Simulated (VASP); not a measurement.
Runs of VASP 6.6.1 on Ti. The structure is that of space group P-3m1 (No. 164), or close to it. The cells are those of the table. 

```tsv
cell	k mesh	dipole correction	gap on the mesh (eV)	largest force (eV/Å)
a = 2.900, b = 2.900, c = 26.477 Å, angles 90.0, 90.0, 120.0°, 6 atoms	12 × 12 × 1	yes	none	0.63
a = 2.900, b = 2.900, c = 26.477 Å, angles 90.0, 90.0, 120.0°, 6 atoms	1 × 12 × 1	yes	none	(a)
a = 2.900, b = 2.900, c = 26.477 Å, angles 90.0, 90.0, 120.0°, 6 atoms	6 × 6 × 1	yes	none	0.55
a = 2.900, b = 2.900, c = 19.477 Å, angles 90.0, 90.0, 120.0°, 6 atoms	12 × 12 × 1	no	none	0.64
```

Alike in all rows: task single point; level PBEsol; potentials or basis VASP PAW PBE potentials, release 64 (Ti_sv); no spin polarisation; cutoff (eV) 400; smearing gaussian 0.1 eV.

Estimate the missing entries.

(a) 1.26.

Caveats: some runs use coarse meshes; the PAW data sets were made with another functional, which shifts forces and pressure a little.

A gap of «none» marks levels without a gap at the run's occupations.
